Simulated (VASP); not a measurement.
# Ta in VASP: further runs

Ta is run at these levels: PBE; tasks: electric field gradients.

Program: VASP 6.6.1. These are calculated values, not measurements. Logs are shortened: lines on timing, memory, paths and dates and some standing lists are left out, and cuts for length are marked.

**1. The cell of the first run**

Symmetry: I4/mmm, No. 139, tetragonal system. Conventional cell: a = 3.303 Å, b = 3.303 Å, c = 3.402 Å, α = 90.00°, β = 90.00°, γ = 90.00°. Within 3.8 Å of Ta (site symmetry 4/mmm) lie 14 Ta at 2.89 to 3.40 Å.

**2. Electric field gradients, PBE (zz strain of +3 %)**

INCAR

```
SYSTEM = Ta
PREC = Accurate
ENCUT = 520
EDIFF = 1E-8
ISMEAR = -1
SIGMA = 0.08
LREAL = .FALSE.
LASPH = .TRUE.
NELM = 60
ALGO = Normal
ISIF = 2
LWAVE = .FALSE.
LCHARG = .FALSE.
GGA = PE
LEFG = .TRUE.
NBANDS = 12
```

KPOINTS

```
regular mesh
0
G
  17 17 17
  0 0 0
```

POSCAR

```
Ta
1.0
   -1.6512800000      1.6512800000      1.7008184000
    1.6512800000     -1.6512800000      1.7008184000
    1.6512800000      1.6512800000     -1.7008184000
Ta
1
Direct
    0.0000000000      0.0000000000      0.0000000000
```

Potentials or basis: VASP PAW PBE potentials, release 64 (Ta_pv).

On the command line:

```console
cat potpaw_PBE.64/Ta_pv/POTCAR > POTCAR
mpirun -np 1 vasp_std > vasp.out
```

OUTCAR:

```text
SYSTEM = Ta
   PREC = Accurate
   ENCUT = 520
   EDIFF = 1E-8
   ISMEAR = -1
   LREAL = .FALSE.
   LASPH = .TRUE.
   NELM = 60
   ISIF = 2
   GGA = PE

 ion  position               nearest neighbor table
   1  0.000  0.000  0.000-

  LATTYP: Found a body centered tetragonal cell.
 ALAT       =     3.3025600000
 C/A-ratio  =     1.0300000000

  Lattice vectors:

 A1 = (  -1.6512800000,   1.6512800000,   1.7008184000)
 A2 = (   1.6512800000,  -1.6512800000,   1.7008184000)
 A3 = (   1.6512800000,   1.6512800000,  -1.7008184000)

Analysis of symmetry for initial positions (statically):
=====================================================================
 Subroutine PRICEL returns:
 Original cell was already a primitive cell.

 Routine SETGRP: Setting up the symmetry group for a
 body centered tetragonal supercell.

 Subroutine GETGRP returns: Found 16 space group operations
 (whereof 16 operations were pure point group operations)
 out of a pool of 16 trial point group operations.

The static configuration has the point symmetry D_4h.

Analysis of symmetry for dynamics (positions and initial velocities):
=====================================================================
 Subroutine PRICEL returns:
 Original cell was already a primitive cell.

 Routine SETGRP: Setting up the symmetry group for a
 body centered tetragonal supercell.

 Subroutine GETGRP returns: Found 16 space group operations
 (whereof 16 operations were pure point group operations)
 out of a pool of 16 trial point group operations.

The dynamic configuration has the point symmetry D_4h.

 Subroutine INISYM returns: Found 16 space group operations
 (whereof 16 operations are pure point group operations),
 and found     1 'primitive' translations

----------------------------------------------------------------------------------------

                                     Primitive cell

  volume of cell :      18.5507

  direct lattice vectors                    reciprocal lattice vectors
    -1.651280000  1.651280000  1.700818400     0.000000000  0.302795407  0.293976123
     1.651280000 -1.651280000  1.700818400     0.302795407  0.000000000  0.293976123
     1.651280000  1.651280000 -1.700818400     0.302795407  0.302795407  0.000000000

  length of vectors
     2.888985031  2.888985031  2.888985031     0.422027274  0.422027274  0.428217371

  position of ions in fractional coordinates (direct lattice)
     0.000000000  0.000000000  0.000000000

  ion indices of the primitive-cell ions
   primitive index   ion index
                 1           1

----------------------------------------------------------------------------------------

 KPOINTS: regular mesh

Automatic generation of k-mesh.
 Grid dimensions read from file:
 generate k-points for:   17   17   17

 Generating k-lattice:

  Cartesian coordinates                     Fractional coordinates (reciprocal lattice)
     0.000000000  0.017811495  0.017292713     0.058823529  0.000000000 -0.000000000
     0.017811495  0.000000000  0.017292713     0.000000000  0.058823529 -0.000000000
     0.017811495  0.017811495  0.000000000     0.000000000  0.000000000  0.058823529

  Length of vectors
     0.024825134  0.024825134  0.025189257

  Shift w.r.t. Gamma in fractional coordinates (k-lattice)
     0.000000000  0.000000000  0.000000000

 Subroutine IBZKPT returns following result:
 ===========================================

 Found    405 irreducible k-points:

 Following reciprocal coordinates:
            Coordinates               Weight
  0.000000  0.000000  0.000000      1.000000
  0.058824 -0.000000  0.000000      8.000000
  0.117647 -0.000000  0.000000      8.000000
  0.176471  0.000000  0.000000      8.000000
  0.235294 -0.000000  0.000000      8.000000
  0.294118  0.000000  0.000000      8.000000
[... 16 lines left out ...]
 -0.176471  0.058824 -0.000000     16.000000
 -0.117647  0.058824 -0.000000     16.000000
 [... further k-points ...]
   k-points           NKPTS =    405   k-points in BZ     NKDIM =    405   number of bands    NBANDS=     12
   number of dos      NEDOS =    301   number of ions     NIONS =      1
   total plane-waves  NPLWV =  13824
   dimension x,y,z NGX =    24 NGY =   24 NGZ =   24
   dimension x,y,z NGXF=    48 NGYF=   48 NGZF=   48
   ions per type =               1
   NGX,Y,Z   is equivalent  to a cutoff of  13.81, 13.81, 13.81 a.u.
   NGXF,Y,Z  is equivalent  to a cutoff of  27.62, 27.62, 27.62 a.u.
 SYSTEM =  Ta
   PREC   = accura    normal or accurate (medium, high low for compatibility)
   ISTART =      0    job   : 0-new  1-cont  2-samecut
   ICHARG =      2    charge: 1-file 2-atom 10-const
   ISPIN  =      1    spin polarized calculation?
   LNONCOLLINEAR =      F non collinear calculations
   LSORBIT =      F    spin-orbit coupling
   LASPH  =      T    aspherical Exc in radial PAW
   ENCUT  =  520.0 eV  38.22 Ry    6.18 a.u.   5.37  5.37  5.37*2*pi/ulx,y,z
   NELM   =     60;   NELMIN=  2; NELMDL= -5     # of ELM steps
   EDIFF  = 0.1E-07   stopping-criterion for ELM
   LREAL  =      F    real-space projection
   EDIFFG = 0.1E-06   stopping-criterion for IOM
   NSW    =      0    number of steps for IOM
   IBRION =     -1    ionic relax: 0-MD 1-quasi-New 2-CG
   NFREE  =      0    steps in history (QN), initial steepest desc. (CG)
   ISIF   =      2    stress and relaxation
   ISYM   =      2    0-nonsym 1-usesym 2-fastsym
   POTIM  = 0.5000    time-step for ionic-motion
   TEBEG  =    0.0;   TEEND  =   0.0 temperature during run
   PSTRESS=    0.0 pullay stress
   NELECT =      11.0000    total number of electrons
   NUPDOWN=      -1.0000    fix difference up-down
   EMIN   =  10.00;   EMAX   =-10.00  energy-range for DOS
   EFERMI =   0.00;   METHOD = LEGACY
   ISMEAR =    -1;   SIGMA  =   0.08  broadening in eV -4-tet -1-fermi 0-gaus
   EFERMI_NEDOS =   21; number of points for ismear=-14 and -15
   IALGO  =     38    algorithm
   IMIX   =      4    mixing-type and parameters
     AMIX     =   0.40;   BMIX     =  1.00
     AMIX_MAG =   1.60;   BMIX_MAG =  1.00
  volume/ion in A,a.u.               =      18.55       125.19
  Fermi-wavevector in a.u.,A,eV,Ry     =   1.375369  2.599071 25.737327  1.891640
  Thomas-Fermi vector in A             =   2.500711
   LORBIT       =      0    0 simple, 1 ext, 2 COOP (PROOUT), +10 PAW based schemes
   GGA     = PE    functional components
   LHFCALC =     F    Hartree Fock is set to
   AEXX    =    0.0000 exact exchange contribution
   IVDW    =     0    specifies the selected vdW correction
   LEPSILON=     F    determine dielectric tensor
   LRPA    =     F    only Hartree local field effects (RPA)
 non-spin polarized calculation
  energy-cutoff  :      520.00
  volume of cell :       18.55
 maximum number of plane-waves:       512
 NGX is ok and might be reduce to    24
   NGX = 11   NGY = 11   NGZ = 11

 number of electron      10.9999999 magnetization

 Free energy of the ion-electron system (eV)
  ---------------------------------------------------
  ext. energy  EPLUGINS =         0.00000000
  ---------------------------------------------------
  free energy    TOTEN  =       -11.82223499 eV

  energy without entropy =      -11.79404938  energy(sigma->0) =      -11.80814219

 E-fermi :   5.2627     XC(G=0): -12.4679

 val. band max:        5.2626112323   @ k =  -0.1765  -0.1765   0.0588
 cond. band min:       5.2648865270   @ k =  -0.3529   0.3529   0.0588
 fundamental gap:      0.0022752947
 Fermi energy:         5.2627397568

 k-point     1 :       0.0000    0.0000    0.0000
  band No.  band energies     occupation
      1     -27.9419      2.00000
      2     -27.9368      2.00000
      3     -27.9368      2.00000
      4      -2.5521      2.00000
      5       5.8737      0.00096
      6       5.8737      0.00096
      7       6.2279      0.00001
      8       8.9017      0.00000
      9       9.3853      0.00000
     10      19.7857      0.00000
     11      19.8452      0.00000
     12      20.3046      0.00000
[... 331 lines left out ...]
 k-point    24 :      -0.1176    0.0588   -0.0000
  band No.  band energies     occupation
      1     -28.0535      2.00000
      2     -27.9641      2.00000
      3     -27.9487      2.00000
      4      -2.1069      2.00000
      5       5.6519      0.01532
      6       5.9118      0.00060
      7       6.4454      0.00000
      8       8.7302      0.00000
      9       9.1835      0.00000
     10      19.8447      0.00000
     11      20.4108      0.00000
     12      20.9338      0.00000

 [... further k-points ...]

------------------------ aborting loop because EDIFF is reached ----------------------------------------

  FORCE on cell =-STRESS in cart. coord.  units (eV):
  Direction    XX          YY          ZZ          XY          YZ          ZX
  --------------------------------------------------------------------------------------
  -------------------------------------------------------------------------------------
  Total       -0.1821563     -0.1821563     -0.5052430      0.0000000      0.0000000      0.0000000
  in kB      -15.7324155    -15.7324155    -43.6366601      0.0000000      0.0000000      0.0000000
  external PRESSURE =     -25.0338304 kB  Pullay stress =       0.0000000 kB

 VOLUME and BASIS-vectors are now :
 -----------------------------------------------------------------------------
  energy-cutoff  :      520.00
  volume of cell :       18.55
      direct lattice vectors                 reciprocal lattice vectors
    -1.651280000  1.651280000  1.700818400     0.000000000  0.302795407  0.293976123
     1.651280000 -1.651280000  1.700818400     0.302795407  0.000000000  0.293976123
     1.651280000  1.651280000 -1.700818400     0.302795407  0.302795407  0.000000000

 POSITION                                       TOTAL-FORCE (eV/Angst)
 -----------------------------------------------------------------------------------
      0.00000      0.00000      0.00000        -0.000000     -0.000000      0.000000
 -----------------------------------------------------------------------------------
    total drift:                               -0.000000      0.000000      0.000000

  FREE ENERGIE OF THE ION-ELECTRON SYSTEM (eV)
  ---------------------------------------------------
  free  energy   TOTEN  =       -11.8222349910 eV

  energy  without entropy=      -11.7940493823  energy(sigma->0) =      -11.80814219

 Electric field gradients (V/A^2)
---------------------------------------------------------------------
 ion       V_xx      V_yy      V_zz      V_xy      V_xz      V_yz
---------------------------------------------------------------------
   1      -9.760    -9.760    19.519     0.000     0.000     0.000
---------------------------------------------------------------------

 Electric field gradients after diagonalization (V/A^2)
 (convention: |V_zz| > |V_xx| > |V_yy|)
----------------------------------------------------------------------
 ion       V_xx      V_yy      V_zz     asymmetry (V_yy - V_xx)/ V_zz
----------------------------------------------------------------------
   1      -9.760    -9.759    19.519       0.000
----------------------------------------------------------------------

           NMR quadrupolar parameters

 Cq : quadrupolar parameter    Cq=e*Q*V_zz/h
 eta: asymmetry parameters     (V_yy - V_xx)/ V_zz
 Q  : nuclear electric quadrupole moment in mb (millibarn)
----------------------------------------------------------------------
 ion       Cq(MHz)       eta       Q (mb)
----------------------------------------------------------------------
   1       0.047       0.000       1.000
----------------------------------------------------------------------
```

Run time: 1.9 min. Hardware: 1 thread of AMD EPYC 7R43 (Zen 3), shared host; peak memory 0.17 GiB.

Results:

* Free energy: -11.8222 eV
* Pressure: -2.5 GPa

Electric field gradients, principal values (V/Å²):
```csv
atom,least,middle,greatest (by size)
1 Ta,-9.759,-9.760,19.519
```

Caveat: the cell differs from its parent crystal (zz strain of +3 %); without QUAD_EFG the Cq values of the log hold for a quadrupole moment of 1 mb, not for the nuclei; spin-orbit coupling is left out, which moves the levels of the heavy elements.

**3. Electric field gradients, PBE (equal xx and yy strain of +2 %)**

INCAR

```
PREC = Accurate
ENCUT = 520
EDIFF = 1E-8
ISMEAR = -1
SIGMA = 0.08
LREAL = False
LASPH = True
NELM = 60
ALGO = Normal
ISIF = 2
LWAVE = False
LCHARG = False
GGA = PE
LEFG = True
NBANDS = 12
```

KPOINTS

```
regular mesh
0
Gamma
  17 17 17
```

POSCAR

```
Ta
1.0
   -1.6843056000      1.6843056000      1.6512800000
    1.6843056000     -1.6843056000      1.6512800000
    1.6843056000      1.6843056000     -1.6512800000
Ta
1
Direct
    0.0000000000      0.0000000000      0.0000000000
```

Potentials or basis: VASP PAW PBE potentials, release 64 (Ta_pv).

On the command line:

```console
cat potpaw_PBE.64/Ta_pv/POTCAR > POTCAR
mpirun -np 1 vasp_std > vasp.out
```

OUTCAR:

```text
PREC = Accurate
   ENCUT = 520
   EDIFF = 1E-8
   ISMEAR = -1
   LREAL = False
   LASPH = True
   NELM = 60
   ISIF = 2
   GGA = PE

 ion  position               nearest neighbor table
   1  0.000  0.000  0.000-

  LATTYP: Found a body centered tetragonal cell.
 ALAT       =     3.3686112000
 C/A-ratio  =     0.9803921569

  Lattice vectors:

 A1 = (  -1.6843056000,   1.6843056000,   1.6512800000)
 A2 = (   1.6843056000,  -1.6843056000,   1.6512800000)
 A3 = (   1.6843056000,   1.6843056000,  -1.6512800000)

Analysis of symmetry for initial positions (statically):
=====================================================================
 Subroutine PRICEL returns:
 Original cell was already a primitive cell.

 Routine SETGRP: Setting up the symmetry group for a
[... 542 lines left out ...]
  in kB      -49.6152116    -49.6152116    -32.3217980      0.0000000     -0.0000000      0.0000000
  external PRESSURE =     -43.8507404 kB  Pullay stress =       0.0000000 kB

 VOLUME and BASIS-vectors are now :
 -----------------------------------------------------------------------------
  energy-cutoff  :      520.00
  volume of cell :       18.74
      direct lattice vectors                 reciprocal lattice vectors
    -1.684305600  1.684305600  1.651280000     0.000000000  0.296858242  0.302795407
     1.684305600 -1.684305600  1.651280000     0.296858242  0.000000000  0.302795407
     1.684305600  1.684305600 -1.651280000     0.296858242  0.296858242  0.000000000

 POSITION                                       TOTAL-FORCE (eV/Angst)
 -----------------------------------------------------------------------------------
      0.00000      0.00000      0.00000         0.000000      0.000000     -0.000000
 -----------------------------------------------------------------------------------
    total drift:                                0.000000      0.000000      0.000000

  FREE ENERGIE OF THE ION-ELECTRON SYSTEM (eV)
  ---------------------------------------------------
  free  energy   TOTEN  =       -11.8199794659 eV

  energy  without entropy=      -11.7912472089  energy(sigma->0) =      -11.80561334

 Electric field gradients (V/A^2)
---------------------------------------------------------------------
 ion       V_xx      V_yy      V_zz      V_xy      V_xz      V_yz
---------------------------------------------------------------------
   1       5.779     5.779   -11.558     0.000     0.000     0.000
---------------------------------------------------------------------

 Electric field gradients after diagonalization (V/A^2)
 (convention: |V_zz| > |V_xx| > |V_yy|)
----------------------------------------------------------------------
 ion       V_xx      V_yy      V_zz     asymmetry (V_yy - V_xx)/ V_zz
----------------------------------------------------------------------
   1       5.779     5.779   -11.558       0.000
----------------------------------------------------------------------

           NMR quadrupolar parameters

 Cq : quadrupolar parameter    Cq=e*Q*V_zz/h
 eta: asymmetry parameters     (V_yy - V_xx)/ V_zz
 Q  : nuclear electric quadrupole moment in mb (millibarn)
----------------------------------------------------------------------
 ion       Cq(MHz)       eta       Q (mb)
----------------------------------------------------------------------
   1      -0.028       0.000       1.000
----------------------------------------------------------------------
```

It took 2.3 min on 1 thread of AMD EPYC 7R43 (Zen 3), shared host; peak memory 0.17 GiB.

Results:

- Free energy: -11.8200 eV
- Pressure: -4.4 GPa

Stress tensor (GPa, compression positive):
```
-4.96  0.00  0.00
 0.00 -4.96  0.00
 0.00  0.00 -3.23
```

Electric field gradients, principal values (V/Å²):
```tsv
atom	least	middle	greatest (by size)
1 Ta	5.779	5.779	-11.558
```

Caveat: the cell differs from its parent crystal (equal xx and yy strain of +2 %); without QUAD_EFG the Cq values of the log hold for a quadrupole moment of 1 mb, not for the nuclei; spin-orbit coupling is left out, which moves the levels of the heavy elements.

[end of part 1 of 3]
